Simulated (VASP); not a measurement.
# HfC (Cm) in VASP: single point with PBE

Aim: the single point of HfC with PBE.

Everything below comes from runs of VASP 6.6.1. Logs are shortened: lines on timing, memory, paths and dates and some standing lists are left out, and cuts for length are marked.

## Step 1: The cell of the first run

Symmetry: Cm, No. 8, monoclinic system. Conventional cell: a = 5.695 Å, b = 3.288 Å, c = 3.288 Å, α = 90.00°, β = 125.26°, γ = 90.00°. Within 2.6 Å of Hf (site symmetry m) lie 5 C at 1.89 to 2.53 Å. C (site symmetry m) has 5 Hf at 1.89 to 2.53 Å within 2.6 Å.

## Step 2: Single point, PBE (atom 2 (C) moved by (-0.225, -0.450) A along [1 1 0] and z)

The input, INCAR:

```
PREC = Accurate
ENCUT = 520
EDIFF = 1E-6
ISMEAR = 0
SIGMA = 0.15
LREAL = F
LASPH = T
NELM = 100
ALGO = Normal
ISIF = 2
LWAVE = F
LCHARG = F
GGA = PE
NBANDS = 14
```

The input, KPOINTS:

```
regular mesh
0
Gamma
  18 18 18
```

The input, POSCAR:

```
HfC
1.0
    0.0000000000      2.3250000000      2.3250000000
    2.3250000000      0.0000000000      2.3250000000
    2.3250000000      2.3250000000      0.0000000000
Hf C
1 1
Direct
    0.5000000000      0.5000000000      0.5000000000
   -0.0967741935     -0.0967741935      0.0283445050
```

Potentials or basis: VASP PAW PBE potentials, release 64 (Hf_pv, C).

On the command line:

```console
$ cat potpaw_PBE.64/Hf_pv/POTCAR potpaw_PBE.64/C/POTCAR > POTCAR
$ mpirun -np 1 vasp_std > vasp.out
```

OUTCAR:

```text
PREC = Accurate
   ENCUT = 520
   EDIFF = 1E-6
   ISMEAR = 0
   LREAL = F
   LASPH = T
   NELM = 100
   ISIF = 2
   GGA = PE

 ion  position               nearest neighbor table
   1  0.500  0.500  0.500-   2 1.89   2 2.22   2 2.22   2 2.53   2 2.53   2 2.78
   2  0.903  0.903  0.028-   1 1.89   1 2.22   1 2.22   1 2.53   1 2.53   1 2.78

  LATTYP: Found a face centered cubic cell.
 ALAT       =     4.6500000000

  Lattice vectors:

 A1 = (   0.0000000000,   2.3250000000,   2.3250000000)
 A2 = (   2.3250000000,   0.0000000000,   2.3250000000)
 A3 = (   2.3250000000,   2.3250000000,   0.0000000000)

Analysis of symmetry for initial positions (statically):
=====================================================================
 Subroutine PRICEL returns:
 Original cell was already a primitive cell.

 Routine SETGRP: Setting up the symmetry group for a
 face centered cubic supercell.

 Subroutine GETGRP returns: Found  2 space group operations
 (whereof  2 operations were pure point group operations)
 out of a pool of 48 trial point group operations.

The static configuration has the point symmetry C_1h.

Analysis of symmetry for dynamics (positions and initial velocities):
=====================================================================
 Subroutine PRICEL returns:
 Original cell was already a primitive cell.

 Routine SETGRP: Setting up the symmetry group for a
 face centered cubic supercell.

 Subroutine GETGRP returns: Found  2 space group operations
 (whereof  2 operations were pure point group operations)
 out of a pool of 48 trial point group operations.

The dynamic configuration has the point symmetry C_1h.

 Subroutine INISYM returns: Found  2 space group operations
 (whereof  2 operations are pure point group operations),
 and found     1 'primitive' translations

----------------------------------------------------------------------------------------

                                     Primitive cell

  volume of cell :      25.1362

  direct lattice vectors                    reciprocal lattice vectors
     0.000000000  2.325000000  2.325000000    -0.215053763  0.215053763  0.215053763
     2.325000000  0.000000000  2.325000000     0.215053763 -0.215053763  0.215053763
     2.325000000  2.325000000  0.000000000     0.215053763  0.215053763 -0.215053763

  length of vectors
     3.288046533  3.288046533  3.288046533     0.372484045  0.372484045  0.372484045

  position of ions in fractional coordinates (direct lattice)
     0.500000000  0.500000000  0.500000000
     0.903225806  0.903225806  0.028344505

  ion indices of the primitive-cell ions
   primitive index   ion index
                 1           1
                 2           2

----------------------------------------------------------------------------------------

 KPOINTS: regular mesh

Automatic generation of k-mesh.
 Grid dimensions read from file:
 generate k-points for:   18   18   18

 Generating k-lattice:

  Cartesian coordinates                     Fractional coordinates (reciprocal lattice)
    -0.011947431  0.011947431  0.011947431     0.055555556  0.000000000  0.000000000
     0.011947431 -0.011947431  0.011947431     0.000000000  0.055555556  0.000000000
     0.011947431  0.011947431 -0.011947431     0.000000000  0.000000000  0.055555556

  Length of vectors
     0.020693558  0.020693558  0.020693558

  Shift w.r.t. Gamma in fractional coordinates (k-lattice)
     0.000000000  0.000000000  0.000000000

 Subroutine IBZKPT returns following result:
 ===========================================

 Found   1550 irreducible k-points:

 Following reciprocal coordinates:
            Coordinates               Weight
  0.000000  0.000000  0.000000      1.000000
  0.055556  0.000000  0.000000      4.000000
  0.000000  0.000000  0.055556      2.000000
  0.055556  0.055556  0.055556      2.000000
  0.111111  0.000000  0.000000      4.000000
  0.000000  0.000000  0.111111      2.000000
[... 16 lines left out ...]
  0.444444  0.000000  0.000000      4.000000
  0.000000  0.000000  0.444444      2.000000
 [... further k-points ...]
   k-points           NKPTS =   1550   k-points in BZ     NKDIM =   1550   number of bands    NBANDS=     14
   number of dos      NEDOS =    301   number of ions     NIONS =      2
   total plane-waves  NPLWV =  13824
   dimension x,y,z NGX =    24 NGY =   24 NGZ =   24
   dimension x,y,z NGXF=    48 NGYF=   48 NGZF=   48
   ions per type =               1   1
   NGX,Y,Z   is equivalent  to a cutoff of  12.13, 12.13, 12.13 a.u.
   NGXF,Y,Z  is equivalent  to a cutoff of  24.27, 24.27, 24.27 a.u.
 SYSTEM =  unknown system
   PREC   = accura    normal or accurate (medium, high low for compatibility)
   ISTART =      0    job   : 0-new  1-cont  2-samecut
   ICHARG =      2    charge: 1-file 2-atom 10-const
   ISPIN  =      1    spin polarized calculation?
   LNONCOLLINEAR =      F non collinear calculations
   LSORBIT =      F    spin-orbit coupling
   LASPH  =      T    aspherical Exc in radial PAW
   ENCUT  =  520.0 eV  38.22 Ry    6.18 a.u.   6.11  6.11  6.11*2*pi/ulx,y,z
   NELM   =    100;   NELMIN=  2; NELMDL= -5     # of ELM steps
   EDIFF  = 0.1E-05   stopping-criterion for ELM
   LREAL  =      F    real-space projection
   EDIFFG = 0.1E-04   stopping-criterion for IOM
   NSW    =      0    number of steps for IOM
   IBRION =     -1    ionic relax: 0-MD 1-quasi-New 2-CG
   NFREE  =      0    steps in history (QN), initial steepest desc. (CG)
   ISIF   =      2    stress and relaxation
   ISYM   =      2    0-nonsym 1-usesym 2-fastsym
   POTIM  = 0.5000    time-step for ionic-motion
   TEBEG  =    0.0;   TEEND  =   0.0 temperature during run
   PSTRESS=    0.0 pullay stress
   NELECT =      14.0000    total number of electrons
   NUPDOWN=      -1.0000    fix difference up-down
   EMIN   =  10.00;   EMAX   =-10.00  energy-range for DOS
   EFERMI =   0.00;   METHOD = LEGACY
   ISMEAR =     0;   SIGMA  =   0.15  broadening in eV -4-tet -1-fermi 0-gaus
   EFERMI_NEDOS =   21; number of points for ismear=-14 and -15
   IALGO  =     38    algorithm
   IMIX   =      4    mixing-type and parameters
     AMIX     =   0.40;   BMIX     =  1.00
     AMIX_MAG =   1.60;   BMIX_MAG =  1.00
  volume/ion in A,a.u.               =      12.57        84.81
  Fermi-wavevector in a.u.,A,eV,Ry     =   1.346949  2.545365 24.684672  1.814272
  Thomas-Fermi vector in A             =   2.474740
   LORBIT       =      0    0 simple, 1 ext, 2 COOP (PROOUT), +10 PAW based schemes
   GGA     = PE    functional components
   LHFCALC =     F    Hartree Fock is set to
   AEXX    =    0.0000 exact exchange contribution
   IVDW    =     0    specifies the selected vdW correction
   LEPSILON=     F    determine dielectric tensor
   LRPA    =     F    only Hartree local field effects (RPA)
 non-spin polarized calculation
 Gauss-broadening in eV      SIGMA  =   0.15
  energy-cutoff  :      520.00
  volume of cell :       25.14
 maximum number of plane-waves:       700
   NGX = 13   NGY = 13   NGZ = 13

 number of electron      14.0000000 magnetization

 Free energy of the ion-electron system (eV)
  ---------------------------------------------------
  ext. energy  EPLUGINS =         0.00000000
  ---------------------------------------------------
  free energy    TOTEN  =       -19.84477724 eV

  energy without entropy =      -19.84477030  energy(sigma->0) =      -19.84477377

 E-fermi :   5.9844     XC(G=0): -12.1826

 val. band max:        5.7504704956   @ k =   0.5000   0.5000   0.0000
 cond. band min:       6.2596158915   @ k =   0.2778   0.2778   0.0000
 fundamental gap:      0.5091453959
 Fermi energy:         5.9843595690

 k-point     1 :       0.0000    0.0000    0.0000
  band No.  band energies     occupation
      1     -23.6461      2.00000
      2     -23.5376      2.00000
      3     -23.5133      2.00000
      4      -6.2122      2.00000
      5       4.3526      2.00000
      6       4.3553      2.00000
      7       4.8643      2.00000
      8       7.4149      0.00000
      9       8.9188      0.00000
     10      10.7920      0.00000
     11      11.3335      0.00000
     12      12.0720      0.00000
     13      13.2951      0.00000
     14      16.5298      0.00000

 k-point     2 :       0.0556    0.0000    0.0000
  band No.  band energies     occupation
      1     -23.6570      2.00000
      2     -23.5405      2.00000
      3     -23.5276      2.00000
      4      -6.1339      2.00000
      5       4.0228      2.00000
      6       4.5597      2.00000
      7       4.8446      2.00000
      8       7.4143      0.00000
      9       8.8078      0.00000
     10      10.3632      0.00000
     11      11.7140      0.00000
     12      12.3759      0.00000
     13      13.5686      0.00000
     14      16.7532      0.00000

 k-point     3 :       0.0000    0.0000    0.0556
  band No.  band energies     occupation
      1     -23.6578      2.00000
      2     -23.5523      2.00000
      3     -23.5161      2.00000
      4      -6.1303      2.00000
      5       4.1309      2.00000
      6       4.3570      2.00000
      7       4.9909      2.00000
      8       7.3779      0.00000
      9       8.7396      0.00000
     10      10.4448      0.00000
     11      11.6588      0.00000
     12      12.3666      0.00000
     13      13.5978      0.00000
     14      16.7448      0.00000

 k-point     4 :       0.0556    0.0556    0.0556
  band No.  band energies     occupation
      1     -23.6566      2.00000
      2     -23.5509      2.00000
      3     -23.5156      2.00000
      4      -6.1398      2.00000
      5       4.1812      2.00000
      6       4.3047      2.00000
      7       4.8393      2.00000
      8       7.4765      0.00000
      9       8.8461      0.00000
     10      10.5542      0.00000
     11      11.6086      0.00000
     12      12.3355      0.00000
     13      13.5121      0.00000
     14      16.7887      0.00000

 k-point     5 :       0.1111    0.0000    0.0000
  band No.  band energies     occupation
      1     -23.6967      2.00000
      2     -23.5621      2.00000
      3     -23.5465      2.00000
      4      -5.9051      2.00000
      5       3.5758      2.00000
      6       4.5625      2.00000
      7       4.8555      2.00000
      8       7.4323      0.00000
      9       8.5724      0.00000
     10       9.8576      0.00000
     11      12.4130      0.00000
[... 276 lines left out ...]
 k-point    22 :       0.3889    0.3889    0.3889
  band No.  band energies     occupation
      1     -24.1794      2.00000
      2     -23.6631      2.00000
      3     -23.5798      2.00000
      4      -3.7011      2.00000
      5       0.9632      2.00000
      6       2.8513      2.00000
      7       3.0231      2.00000
      8       9.9727      0.00000
      9      10.7473      0.00000
     10      10.8679      0.00000
     11      14.7991      0.00000
     12      16.1922      0.00000
     13      17.6916      0.00000
     14      18.9592      0.00000

 k-point    23 :       0.4444    0.0000    0.0000
  band No.  band energies     occupation
      1     -24.2606      2.00000
      2     -23.6690      2.00000
      3     -23.6179      2.00000
      4      -3.0139      2.00000
      5       0.3069      2.00000
      6       3.1597      2.00000
      7       3.7432      2.00000
      8       9.4700      0.00000
      9      10.5104      0.00000
     10      11.5115      0.00000
     11      12.8605      0.00000
     12      15.6834      0.00000
     13      17.0726      0.00000
     14      19.4754      0.00000

 k-point    24 :       0.0000    0.0000    0.4444
  band No.  band energies     occupation
      1     -24.2961      2.00000
      2     -23.6796      2.00000
      3     -23.6031      2.00000
      4      -2.7600      2.00000
      5       0.1469      2.00000
      6       3.4387      2.00000
      7       4.0720      2.00000
      8       9.1376      0.00000
      9      10.7994      0.00000
     10      11.1978      0.00000
     11      12.3765      0.00000
     12      14.4296      0.00000
     13      17.0566      0.00000
     14      19.8039      0.00000

 [... further k-points ...]

------------------------ aborting loop because EDIFF is reached ----------------------------------------

  FORCE on cell =-STRESS in cart. coord.  units (eV):
  Direction    XX          YY          ZZ          XY          YZ          ZX
  --------------------------------------------------------------------------------------
  -------------------------------------------------------------------------------------
  Total        0.6408656      0.6408656     10.2383140     -0.2644715     -1.0547552     -1.0547513
  in kB       40.8487429     40.8487429    652.5896147    -16.8574020    -67.2300449    -67.2297975
  external PRESSURE =     244.7623668 kB  Pullay stress =       0.0000000 kB

 VOLUME and BASIS-vectors are now :
 -----------------------------------------------------------------------------
  energy-cutoff  :      520.00
  volume of cell :       25.14
      direct lattice vectors                 reciprocal lattice vectors
     0.000000000  2.325000000  2.325000000    -0.215053763  0.215053763  0.215053763
     2.325000000  0.000000000  2.325000000     0.215053763 -0.215053763  0.215053763
     2.325000000  2.325000000  0.000000000     0.215053763  0.215053763 -0.215053763

 POSITION                                       TOTAL-FORCE (eV/Angst)
 -----------------------------------------------------------------------------------
      2.32500      2.32500      2.32500        -0.515092     -0.515092     -6.400709
      2.16590      2.16590      4.20000         0.515092      0.515092      6.400709
 -----------------------------------------------------------------------------------
    total drift:                                0.000198      0.000198      0.001475

  FREE ENERGIE OF THE ION-ELECTRON SYSTEM (eV)
  ---------------------------------------------------
  free  energy   TOTEN  =       -19.8447772427 eV

  energy  without entropy=      -19.8447702968  energy(sigma->0) =      -19.84477377
```

Wall time 2.9 min (1 thread of AMD EPYC 9R45 (Zen 5), shared host); peak memory 0.59 GiB.

What came out:

```
Free energy            : -19.8448 eV
Pressure               : 24.5 GPa
Largest force          : 6.442 eV/Å
Band gap on the k mesh : 0.51 eV (least direct gap 0.93 eV)
```

Forces on the atoms (eV/Å):
```
Hf  -0.515 -0.515 -6.401
C    0.515  0.515  6.401
```

Stress tensor (GPa, compression positive):
```
 4.08 -1.69 -6.72
-1.69  4.08 -6.72
-6.72 -6.72 65.26
```

Levels at points of the mesh, in eV from the valence-band top:
```
           k point  band 5  band 6  band 7  band 8  band 9  band 10
(0.00, 0.00, 0.00)   -1.40   -1.40   -0.89    1.66    3.17     5.04
(0.50, 0.00, 0.00)   -5.61   -2.64   -2.07    4.10    4.83     5.92
(0.00, 0.00, 0.50)   -5.80   -2.35   -1.74    3.77    5.34     5.38
(0.50, 0.50, 0.50)   -5.29   -3.08   -2.94    4.87    5.84     5.89
(0.50, 0.50, 0.00)   -2.37   -1.86    0.00    1.02    5.44     5.83
(0.00, 0.50, 0.50)   -3.59   -2.40   -0.34    2.99    6.44     6.76
```

Caveat: the cell differs from its parent crystal (atom 2 (C) moved by (-0.225, -0.450) A along [1 1 0] and z); the stress differs along the axes, from 4 to 65 GPa; spin-orbit coupling is left out, which moves the levels of the heavy elements; forces of over 1 eV/Å act on the atoms, so gaps and moduli don't describe the material at rest. A k mesh can miss the band edges.
